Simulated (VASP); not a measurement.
A run of VASP 6.6.1:

INCAR

```
  PREC = Accurate
  ENCUT = 400
  EDIFF = 1E-6
  ISMEAR = 0
  SIGMA = 0.01
  LREAL = Auto
  LASPH = True
  NELM = 120
  ALGO = Normal
  ISIF = 2
  LWAVE = False
  LCHARG = False
  GGA = PE
  NBANDS = 83
  GGA_COMPAT = False
```

KPOINTS

```
Automatic mesh
0
Gamma
  2 2 2
  0.5 0.5 0.5
```

The input POSCAR:

```
Na15H17
1.0
   -4.8309073878      4.8309073878      4.8309073878
    4.8309073878     -4.8309073878      4.8309073878
    4.8309073878      4.8309073878     -4.8309073878
H Na
17 15
Direct
    0.5000000000      0.5000000000      0.0000000000
    0.5000000000      0.7493990860      0.2493990860
    0.5000000000      0.0000000000      0.0000000000
    0.5000000000      0.2506009140      0.7506009140
    0.7493990860      0.5000000000      0.2493990860
    0.5000000000      0.5000000000      0.5000000000
    0.7493990860      0.7493990860      0.0000000000
    0.7500000000      0.0000000000      0.7500000000
    0.0000000000      0.2500000000      0.2500000000
    0.7500000000      0.2500000000      0.5000000000
    0.0000000000      0.5000000000      0.0000000000
    0.0000000000      0.7500000000      0.7500000000
    0.2500000000      0.0000000000      0.2500000000
    0.0000000000      0.0000000000      0.5000000000
    0.2506009140      0.2506009140      0.0000000000
    0.2506009140      0.5000000000      0.7506009140
    0.2500000000      0.7500000000      0.5000000000
    0.5000000000      0.7459884187      0.7540115813
    0.5000000000      0.0000000000      0.5000000000
    0.7459884187      0.2540115813      0.0000000000
    0.5000000000      0.2540115813      0.2459884187
    0.7459884187      0.5000000000      0.7540115813
    0.7459884187      0.7459884187      0.4919768375
    0.0000000000      0.0000000000      0.0000000000
    0.7459884187     -0.0080231625      0.2459884187
    0.0080231625      0.2540115813      0.7540115813
    0.0000000000      0.5000000000      0.5000000000
    0.2540115813      0.7459884187      0.0000000000
   -0.0080231625      0.7459884187      0.2459884187
    0.2540115813      0.0080231625      0.7540115813
    0.2540115813      0.2540115813      0.5080231625
    0.2540115813      0.5000000000      0.2459884187
```

Potentials or basis: VASP PAW PBE potentials, release 64 (H, Na_pv).

The run is started by

```bash
$ cat potpaw_PBE.64/H/POTCAR potpaw_PBE.64/Na_pv/POTCAR > POTCAR
$ mpirun -np 1 vasp_std > vasp.out
```

Hardware: 1 thread of Intel(R) Xeon(R) Platinum 8488C (Sapphire Rapids) (shared host).

Problem. Estimate the wall time of this run.

Solution. It took 97 s on 1 thread of Intel(R) Xeon(R) Platinum 8488C (Sapphire Rapids), on a shared host, peak memory 0.4 GiB. Counts: scf iterations 15, k points 2.
